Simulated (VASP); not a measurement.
# OsC6 (Fm-3m) in VASP: a series of runs

OsC6 is run at these levels: PBE; tasks: single point, relaxation of cell and atoms.

Program: VASP 6.6.1. These are calculated values, not measurements. Logs are shortened: lines on timing, memory, paths and dates and some standing lists are left out, and cuts for length are marked.

### Step 1. The cell of the first run

It takes space group Fm-3m (No. 225, cubic). Conventional cell: a = 6.403 Å, b = 6.403 Å, c = 6.403 Å, α = 90.00°, β = 90.00°, γ = 90.00°. Os (site symmetry m-3m) has 6 C at 2.06 Å within 2.7 Å. Within 2.1 Å of C (site symmetry 4mm) lie 4 C at 1.61 Å and 1 Os at 2.06 Å.

### Step 2. Single point, PBE

File INCAR:

```
SYSTEM = OsC6
PREC = Accurate
ENCUT = 520
EDIFF = 1E-6
ISMEAR = 0
SIGMA = 0.1
LREAL = .FALSE.
LASPH = .TRUE.
NELM = 80
ALGO = Normal
ISIF = 2
LWAVE = .FALSE.
LCHARG = .FALSE.
GGA = PE
NBANDS = 25
```

File KPOINTS:

```
Automatic mesh
0
G
  4 4 4
  0 0 0
```

File POSCAR:

```
OsC6
1.0
    0.0000000000      3.2014569618      3.2014569618
    3.2014569618      0.0000000000      3.2014569618
    3.2014569618      3.2014569618      0.0000000000
Os C
1 6
Direct
    0.0000000000      0.0000000000      0.0000000000
    0.3222369922      0.6777630078      0.6777630078
    0.6777630078      0.3222369922      0.3222369922
    0.6777630078      0.3222369922      0.6777630078
    0.3222369922      0.6777630078      0.3222369922
    0.6777630078      0.6777630078      0.3222369922
    0.3222369922      0.3222369922      0.6777630078
```

Potentials or basis: VASP PAW PBE potentials, release 64 (Os, C).

Command:

```bash
$ cat potpaw_PBE.64/Os/POTCAR potpaw_PBE.64/C/POTCAR > POTCAR
$ mpirun -np 1 vasp_std > vasp.out
```

OUTCAR:

```text
SYSTEM = OsC6
   PREC = Accurate
   ENCUT = 520
   EDIFF = 1E-6
   ISMEAR = 0
   LREAL = .FALSE.
   LASPH = .TRUE.
   NELM = 80
   ISIF = 2
   GGA = PE

 ion  position               nearest neighbor table
   1  0.000  0.000  0.000-   2 2.06   3 2.06   4 2.06   5 2.06   6 2.06   7 2.06
   2  0.322  0.678  0.678-   4 1.61   5 1.61   6 1.61   7 1.61   1 2.06
   3  0.678  0.322  0.322-   4 1.61   5 1.61   6 1.61   7 1.61   1 2.06
   4  0.678  0.322  0.678-   2 1.61   3 1.61   6 1.61   7 1.61   1 2.06
   5  0.322  0.678  0.322-   2 1.61   3 1.61   6 1.61   7 1.61   1 2.06
   6  0.678  0.678  0.322-   2 1.61   3 1.61   4 1.61   5 1.61   1 2.06
   7  0.322  0.322  0.678-   2 1.61   3 1.61   4 1.61   5 1.61   1 2.06

  LATTYP: Found a face centered cubic cell.
 ALAT       =     6.4029139236

  Lattice vectors:

 A1 = (   0.0000000000,   3.2014569618,   3.2014569618)
 A2 = (   3.2014569618,   0.0000000000,   3.2014569618)
 A3 = (   3.2014569618,   3.2014569618,   0.0000000000)

Analysis of symmetry for initial positions (statically):
=====================================================================
 Subroutine PRICEL returns:
 Original cell was already a primitive cell.

 Routine SETGRP: Setting up the symmetry group for a
 face centered cubic supercell.

 Subroutine GETGRP returns: Found 48 space group operations
 (whereof 48 operations were pure point group operations)
 out of a pool of 48 trial point group operations.

The static configuration has the point symmetry O_h .

Analysis of symmetry for dynamics (positions and initial velocities):
=====================================================================
 Subroutine PRICEL returns:
 Original cell was already a primitive cell.

 Routine SETGRP: Setting up the symmetry group for a
 face centered cubic supercell.

 Subroutine GETGRP returns: Found 48 space group operations
 (whereof 48 operations were pure point group operations)
 out of a pool of 48 trial point group operations.

The dynamic configuration has the point symmetry O_h .

 Subroutine INISYM returns: Found 48 space group operations
 (whereof 48 operations are pure point group operations),
 and found     1 'primitive' translations

----------------------------------------------------------------------------------------

                                     Primitive cell

  volume of cell :      65.6256

[... 84 lines left out ...]
   NSW    =      0    number of steps for IOM
   IBRION =     -1    ionic relax: 0-MD 1-quasi-New 2-CG
   NFREE  =      0    steps in history (QN), initial steepest desc. (CG)
   ISIF   =      2    stress and relaxation
   ISYM   =      2    0-nonsym 1-usesym 2-fastsym
   POTIM  = 0.5000    time-step for ionic-motion
   TEBEG  =    0.0;   TEEND  =   0.0 temperature during run
   PSTRESS=    0.0 pullay stress
   NELECT =      32.0000    total number of electrons
   NUPDOWN=      -1.0000    fix difference up-down
   EMIN   =  10.00;   EMAX   =-10.00  energy-range for DOS
   EFERMI =   0.00;   METHOD = LEGACY
   ISMEAR =     0;   SIGMA  =   0.10  broadening in eV -4-tet -1-fermi 0-gaus
   EFERMI_NEDOS =   21; number of points for ismear=-14 and -15
   IALGO  =     38    algorithm
   IMIX   =      4    mixing-type and parameters
     AMIX     =   0.40;   BMIX     =  1.00
     AMIX_MAG =   1.60;   BMIX_MAG =  1.00
  volume/ion in A,a.u.               =       9.38        63.27
  Fermi-wavevector in a.u.,A,eV,Ry     =   1.288548  2.435002 22.590503  1.660355
  Thomas-Fermi vector in A             =   2.420495
   LORBIT       =      0    0 simple, 1 ext, 2 COOP (PROOUT), +10 PAW based schemes
   GGA     = PE    functional components
   LHFCALC =     F    Hartree Fock is set to
   AEXX    =    0.0000 exact exchange contribution
   IVDW    =     0    specifies the selected vdW correction
   LEPSILON=     F    determine dielectric tensor
   LRPA    =     F    only Hartree local field effects (RPA)
 non-spin polarized calculation
 Gauss-broadening in eV      SIGMA  =   0.10
  energy-cutoff  :      520.00
  volume of cell :       65.63
 maximum number of plane-waves:      1807
 NGX is ok and might be reduce to    36
   NGX = 17   NGY = 17   NGZ = 17

 number of electron      32.0000000 magnetization

 Free energy of the ion-electron system (eV)
  ---------------------------------------------------
  ext. energy  EPLUGINS =         0.00000000
  ---------------------------------------------------
  free energy    TOTEN  =       -57.20534752 eV

  energy without entropy =      -57.20534752  energy(sigma->0) =      -57.20534752

 E-fermi :   6.7630     XC(G=0): -11.3949

 val. band max:        6.2897220969   @ k =   0.5000   0.5000   0.0000
 cond. band min:       7.2421361915   @ k =   0.5000   0.5000   0.0000
 fundamental gap:      0.9524140946
 Fermi energy:         6.7629830043

 k-point     1 :       0.0000    0.0000    0.0000
  band No.  band energies     occupation
      1     -17.4080      2.00000
      2      -7.5345      2.00000
      3      -7.5345      2.00000
      4      -7.5345      2.00000
      5      -4.1761      2.00000
      6      -1.7190      2.00000
[... 213 lines left out ...]
     24      13.4567      0.00000
     25      14.9203      0.00000

------------------------ aborting loop because EDIFF is reached ----------------------------------------

  FORCE on cell =-STRESS in cart. coord.  units (eV):
  Direction    XX          YY          ZZ          XY          YZ          ZX
  --------------------------------------------------------------------------------------
  -------------------------------------------------------------------------------------
  Total        0.3964226      0.3964226      0.3964226     -0.0000000      0.0000000      0.0000000
  in kB        9.6782301      9.6782301      9.6782301     -0.0000000      0.0000000      0.0000000
  external PRESSURE =       9.6782301 kB  Pullay stress =       0.0000000 kB

 VOLUME and BASIS-vectors are now :
 -----------------------------------------------------------------------------
  energy-cutoff  :      520.00
  volume of cell :       65.63
      direct lattice vectors                 reciprocal lattice vectors
     0.000000000  3.201456962  3.201456962    -0.156178892  0.156178892  0.156178892
     3.201456962  0.000000000  3.201456962     0.156178892 -0.156178892  0.156178892
     3.201456962  3.201456962  0.000000000     0.156178892  0.156178892 -0.156178892

 POSITION                                       TOTAL-FORCE (eV/Angst)
 -----------------------------------------------------------------------------------
      0.00000      0.00000      0.00000         0.000000     -0.000000      0.000000
      4.33966      3.20146      3.20146         0.029283     -0.000000      0.000000
      2.06326      3.20146      3.20146        -0.029283     -0.000000      0.000000
      3.20146      4.33966      3.20146         0.000000      0.029283      0.000000
      3.20146      2.06326      3.20146         0.000000     -0.029283      0.000000
      3.20146      3.20146      4.33966         0.000000     -0.000000      0.029283
      3.20146      3.20146      2.06326         0.000000     -0.000000     -0.029283
 -----------------------------------------------------------------------------------
    total drift:                                0.000000     -0.000000      0.000000

  FREE ENERGIE OF THE ION-ELECTRON SYSTEM (eV)
  ---------------------------------------------------
  free  energy   TOTEN  =       -57.2053475225 eV

  energy  without entropy=      -57.2053475225  energy(sigma->0) =      -57.20534752
```

OSZICAR:

```text
N       E                     dE             d eps       ncg     rms          rms(c)
DAV:   1     0.130326366538E+03    0.13033E+03   -0.15515E+04   416   0.119E+03
DAV:   2    -0.474168510814E+02   -0.17774E+03   -0.16309E+03   449   0.284E+02
DAV:   3    -0.595134025372E+02   -0.12097E+02   -0.11721E+02   520   0.649E+01
DAV:   4    -0.598854606230E+02   -0.37206E+00   -0.37053E+00   544   0.127E+01
DAV:   5    -0.598999339681E+02   -0.14473E-01   -0.14465E-01   576   0.204E+00    0.302E+01
DAV:   6    -0.585482072282E+02    0.13517E+01   -0.12512E+01   573   0.239E+01    0.750E+00
DAV:   7    -0.573068793942E+02    0.12413E+01   -0.43908E+00   597   0.166E+01    0.100E+01
DAV:   8    -0.572836674985E+02    0.23212E-01   -0.74143E-01   557   0.484E+00    0.281E+00
DAV:   9    -0.572073349554E+02    0.76333E-01   -0.25642E-01   573   0.411E+00    0.731E-01
DAV:  10    -0.572055091541E+02    0.18258E-02   -0.15999E-02   468   0.820E-01    0.258E-01
DAV:  11    -0.572052063179E+02    0.30284E-03   -0.41374E-03   540   0.425E-01    0.714E-02
DAV:  12    -0.572053431443E+02   -0.13683E-03   -0.49301E-04   487   0.144E-01    0.829E-02
DAV:  13    -0.572053572589E+02   -0.14115E-04   -0.22020E-05   536   0.332E-02    0.334E-02
DAV:  14    -0.572053477661E+02    0.94928E-05   -0.23704E-05   526   0.371E-02    0.111E-02
DAV:  15    -0.572053475225E+02    0.24361E-06   -0.41053E-06   500   0.126E-02
   1 F= -.57205348E+02 E0= -.57205348E+02  d E =-.783764E-12
```

stdout:

```text
POSCAR found type information on POSCAR OsC
 POSCAR found :  2 types and       7 ions
 scaLAPACK will be used
 LDA part: xc-table for (Slater+PW92), standard interpolation
 POSCAR, INCAR and KPOINTS ok, starting setup
 FFT: planning ... GRIDC
 FFT: planning ... GRID_SOFT
 FFT: planning ... GRID
 WAVECAR not read
 entering main loop
```

Wall time 28 s (1 thread of Intel Xeon Platinum 8259CL at 2.50GHz (Skylake/Cascade Lake), shared host); peak memory 0.2 GiB.

Results:

```yaml
Free_energy: -57.2053 eV
Pressure: 1.0 GPa
Largest_force: 0.029 eV/Å
Band_gap_on_the_k_mesh: 0.95 eV, direct
```

Forces on the atoms (eV/Å):
```
Os   0.000  0.000  0.000
C    0.029  0.000  0.000
C   -0.029  0.000  0.000
C    0.000  0.029  0.000
C    0.000 -0.029  0.000
C    0.000  0.000  0.029
C    0.000  0.000 -0.029
```

Caveat: the k points lie up to 0.42 Å⁻¹ apart; spin-orbit coupling is left out, which moves the levels of the heavy elements. As with any semilocal functional, this PBE gap is likely too small.

### Step 3. Single point, PBE

This run uses another cell than the first one, of 13.72 Å³/atom, 1.464 times its volume.

File INCAR:

```
ALGO = Normal
EDIFF = 1E-7
ENCUT = 520
GGA = PE
ISIF = 2
ISMEAR = 0
LASPH = True
LCHARG = False
LREAL = False
LWAVE = False
NBANDS = 25
NELM = 80
PREC = Accurate
SIGMA = 0.1
```

File KPOINTS:

```
k-points
0
Gamma
  4 4 4
```

File POSCAR:

```
OsC6
1.0
    0.0000000000      3.6350897500      3.6350897500
    3.6350897500      0.0000000000      3.6350897500
    3.6350897500      3.6350897500      0.0000000000
Os C
1 6
Direct
    0.0000000000      0.0000000000      0.0000000000
    0.2045271900      0.7954728100      0.7954728100
    0.7954728100      0.2045271900      0.2045271900
    0.7954728100      0.2045271900      0.7954728100
    0.2045271900      0.7954728100      0.2045271900
    0.7954728100      0.7954728100      0.2045271900
    0.2045271900      0.2045271900      0.7954728100
```

Potentials or basis: VASP PAW PBE potentials, release 64 (Os, C).

Command:

```bash
$ cat potpaw_PBE.64/Os/POTCAR potpaw_PBE.64/C/POTCAR > POTCAR
$ mpirun -np 1 vasp_std > vasp.out
```

Wall time 62 s (1 thread of Intel Xeon Platinum 8259CL at 2.50GHz (Skylake/Cascade Lake), shared host); peak memory 0.23 GiB.

It converged, with:

* Free energy: 5.0412 eV
* Pressure: 193.1 GPa
* Largest force: 40.171 eV/Å
* Band gap on the k mesh: zero (band 16 reaches 1.85 eV, above the bottom of band 17 at 1.35 eV)

Forces on the atoms (eV/Å):
```
Os    0.000   0.000   0.000
C   -40.171   0.000   0.000
C    40.171   0.000   0.000
C     0.000 -40.171   0.000
C     0.000  40.171   0.000
C     0.000   0.000 -40.171
C     0.000   0.000  40.171
```

Levels at points of the mesh, in eV from the Fermi level:
```
           k point  band 12  band 13  band 14  band 15  band 16  band 17  band 18  band 19
(0.00, 0.00, 0.00)    -1.76    -1.29    -1.29    -1.29     0.44     0.44     0.44     3.95
(0.50, 0.00, 0.00)    -1.58    -1.33    -0.60    -0.60     0.18     0.18     0.64     1.87
(0.50, 0.50, 0.00)    -0.61    -0.61    -0.22    -0.04     0.01     0.01     0.03     2.57
```

Caveat: the k points lie up to 0.37 Å⁻¹ apart; spin-orbit coupling is left out, which moves the levels of the heavy elements; forces of over 1 eV/Å act on the atoms, so gaps and moduli don't describe the material at rest.

(Part 1 of 3 ends here.)
